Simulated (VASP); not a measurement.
# BN: single point with PBE

Crystal: BN.

```
CELL_PARAMETERS angstrom
2.48226 0.00000 0.00000
-1.24113 2.14970 0.00000
0.00000 0.00000 6.87363
ATOMIC_POSITIONS crystal
B 0.00000 0.00000 0.88154
B 0.33333 0.66667 0.45397
N 0.33333 0.66667 0.04182
N 0.66667 0.33333 0.62268
```

```
Program                : VASP 6.6.1
Task                   : single point
Functional             : PBE
Potentials or basis    : VASP PAW PBE potentials, release 64 (B, N)
Cutoff                 : 520 eV
k mesh                 : 6 × 6 × 4
Occupations            : gaussian, width 0.1 eV
Spin                   : no spin polarisation
Dipole correction      : no
Further INCAR settings : ALGO = Normal; EDIFF = 1e-06; NBANDS = 16
```

- Pressure: -34.1 GPa
- Largest force: 7.210 eV/Å
- Band gap on the k mesh: zero (bands 8 and 9 overlap by 2.25 eV)

Forces on the atoms (eV/Å):
```
B    0.000  0.000  6.067
B    0.000  0.000  5.727
N    0.000  0.000 -7.210
N    0.000  0.000 -4.583
```

Stress tensor (GPa, compression positive):
```
-11.23   0.00   0.00
  0.00 -11.23   0.00
  0.00   0.00 -79.78
```

Levels at points of the mesh, in eV from the Fermi level:
```
           k point  band 4  band 5  band 6  band 7  band 8  band 9  band 10  band 11  band 12  band 13
(0.00, 0.00, 0.00)   -4.70   -3.49    1.02    1.02    1.72    1.72     3.59     8.56     8.56     8.80
(0.50, 0.00, 0.00)   -7.47   -4.88   -3.19   -1.30   -0.42    0.03     1.86     2.49     5.49     7.25
(0.00, 0.00, 0.50)   -6.49   -1.18    1.02    1.02    1.72    1.72     2.23     8.51     8.51     9.20
(0.50, 0.00, 0.50)   -7.55   -4.65   -2.93   -1.28   -0.84   -0.45     1.54     3.24     5.98     7.40
```

It took 29 s on 1 thread of Intel Xeon 8259CL, with other jobs on the host, peak memory 0.14 GiB.

Caveat: the k points lie up to 0.49 Å⁻¹ apart, too coarse for converged energies and pressures of a metal; forces of over 1 eV/Å act on the atoms, so gaps and moduli don't describe the material at rest.
